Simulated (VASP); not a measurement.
Crystal: Gd.

```
CELL_PARAMETERS angstrom
-2.02500 2.02500 2.02500
2.02500 -2.02500 2.02500
2.02500 2.02500 -2.02500
ATOMIC_POSITIONS crystal
Gd 0.00000 0.00000 0.00000
```

This isn't the form of Gd at room conditions, which is hcp.

Base run:

* Program: VASP 6.6.1
* Functional: PBEsol
* Potentials or basis: VASP PAW PBE potentials, release 64 (Gd)
* Cutoff: 520 eV
* k mesh: 9 × 9 × 9
* Occupations: fermi-dirac, width 0.05 eV
* Spin: collinear spin, ferromagnetic start
* Starting moments: [7.0] μB

Its results: pressure -2.3 GPa; net moment 7.61 μB per cell; site moments Gd +7.00 μB.

Problem. The run is repeated on the same cell with these changes: functional from PBEsol to LDA; further incar settings from ALGO = Normal; EDIFF = 1e-06; NBANDS = 19 to ALGO = Fast; EDIFF = 1e-07; NBANDS = 19. What comes out?

Solution. Pressure -4.0 GPa; net moment 7.45 μB per cell; site moments Gd +6.93 μB.

Caveats: the PAW data sets were made with another functional, which shifts forces and pressure a little; the cell stands under tension (at least some runs).
